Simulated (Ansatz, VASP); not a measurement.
**One calculation of Mg2Zn3O, two programs**

```
Mg Zn O
1.0
     2.57249    1.48523    3.93876
    -2.57249    1.48523    3.93876
     0.00000   -2.97045    3.93876
Mg Zn O
2 3 1
Direct
  0.12282 0.12282 0.12282
  0.87718 0.87718 0.87718
  0.00000 0.50000 0.50000
  0.50000 0.00000 0.50000
  0.50000 0.50000 0.00000
  0.50000 0.50000 0.50000
```

Change from the starting cell: species swapped into the Dy2Fe3Ni type (R-3m, No. 166).

Alike in both runs: functional PBE; k mesh 4 × 4 × 4; occupations gaussian, width 0.2 eV; no spin polarisation.

Ansatz relaxed the structure, and its values are those at the end. VASP's run is a single point on that final structure, the one shown.

|  | VASP | Ansatz |
| --- | --- | --- |
| version | VASP 6.6.1 | Ansatz 0.2.0 |
| potentials or method | VASP PAW PBE potentials, release 64 (Mg, Zn, O), cutoff 600 eV | scalar-relativistic, plane waves, PAW |
| valence electrons in the cell | 46 | 62 |

|  | VASP | Ansatz | Ansatz less VASP |
| --- | --- | --- | --- |
| gap on the k mesh at the Fermi level (eV) | none | none | - |
| pressure (GPa) | -0.2 | -0.2 | +0.01 |

A gap of «none» marks a metal or a gap that the smearing closes. VASP's potentials hold 46 valence electrons a cell and Ansatz's 62, so a difference there can come from the potentials and not from the codes.

The k mesh is coarse, so the values compare programs but aren't converged.
